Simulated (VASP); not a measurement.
Wanted: the native input for a VASP 6.6.1 run.

| Item | Value |
| --- | --- |
| Task | single point |
| Functional | LDA |
| Potentials or basis | VASP PAW LDA potentials, release 64 (W_sv, V_sv, C) |
| Cutoff | 520 eV |
| k mesh | 10 × 10 × 10 |
| Occupations | fermi-dirac, width 0.05 eV |
| Spin | collinear spin, ferromagnetic start |
| Starting moments | [0.0, 2.0, 0.0, 0.0] μB |
| Dipole correction | no |
| Further INCAR settings | ALGO = Normal; EDIFF = 1e-07; NBANDS = 30 |

The structure of VWC2 lies in POSCAR:

```
VWC2
1.0
    1.4965380473      0.8640266445      4.8672107864
   -1.4965380473      0.8640266445      4.8672107864
    0.0000000000     -1.7280532889      4.8672107864
W V C
1 1 2
Direct
    0.0000000000      0.0000000000      0.0000000000
    0.5000000000      0.5000000000      0.5000000000
    0.2464940000      0.2464940000      0.2464940000
    0.7535060000      0.7535060000      0.7535060000
```

One way to write it, as run:

INCAR

```
SYSTEM = VWC2
  PREC = Accurate
  ENCUT = 520
  EDIFF = 1E-7
  ISMEAR = -1
  SIGMA = 0.05
  LREAL = .FALSE.
  LASPH = .TRUE.
  NELM = 150
  ALGO = Normal
  ISIF = 2
  LWAVE = .FALSE.
  LCHARG = .TRUE.
  ISPIN = 2
  MAGMOM = 0 2 0 0
  LORBIT = 11
  LMAXMIX = 4
  GGA = CA
  LELF = .TRUE.
  LVHAR = .TRUE.
  NBANDS = 30
```

KPOINTS

```
regular mesh
0
G
  10 10 10
  0 0 0
```

Potentials or basis: VASP PAW LDA potentials, release 64 (W_sv, V_sv, C).

Command:

```sh
$ cat potpaw_LDA.64/W_sv/POTCAR potpaw_LDA.64/V_sv/POTCAR potpaw_LDA.64/C/POTCAR > POTCAR
$ mpirun -np 1 vasp_std > vasp.out
```

Results of the run:

| Item | Value |
| --- | --- |
| Pressure | -1.4 GPa |
| Largest force | 0.109 eV/Å |
| Net moment | 0.00 μB per cell |
| Valence electrons inside the program's atomic spheres | W 12.25; V 11.80; C 2.45 |

Caveat: the moments typed at the start vanished in this run.

Run time: 18 min on 1 thread of Oxide Virtual Turin-like Processor (shared host), peak memory 0.33 GiB.
